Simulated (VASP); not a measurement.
Runs of VASP 6.6.1 on HfC. It takes space group Fm-3m (No. 225, cubic). The conventional cell has a = 4.650 Å, b = 4.650 Å, c = 4.650 Å, α = 90.00°, β = 90.00°, γ = 90.00°. Within 3.1 Å of Hf (site symmetry m-3m) lie 6 C at 2.33 Å. C (site symmetry m-3m) has 6 Hf at 2.33 Å within 3.1 Å. 

```csv
k mesh,gap on the mesh (eV),pressure (GPa)
10 × 10 × 10,none,-0.5
7 × 7 × 7,none,-0.4
5 × 5 × 5,none,0.3
4 × 4 × 4,none,(a)
3 × 3 × 3,none,-0.5
8 × 8 × 8,none,-0.4
```

Alike in all rows: task single point; level PBE; potentials or basis VASP PAW PBE potentials, release 64 (Hf_pv, C); no spin polarisation; cell as given; cutoff (eV) 520; smearing methfessel-paxton 0.1 eV.

Task: Fill in the values left out.

Result: (a) -1.8.

Caveats: some runs use coarse meshes; spin-orbit coupling is left out, which moves the levels of the heavy elements.

A k mesh can miss the band edges, and the runs leave out spin-orbit coupling on Hf.

A gap of «none» marks levels without a gap at the run's occupations.
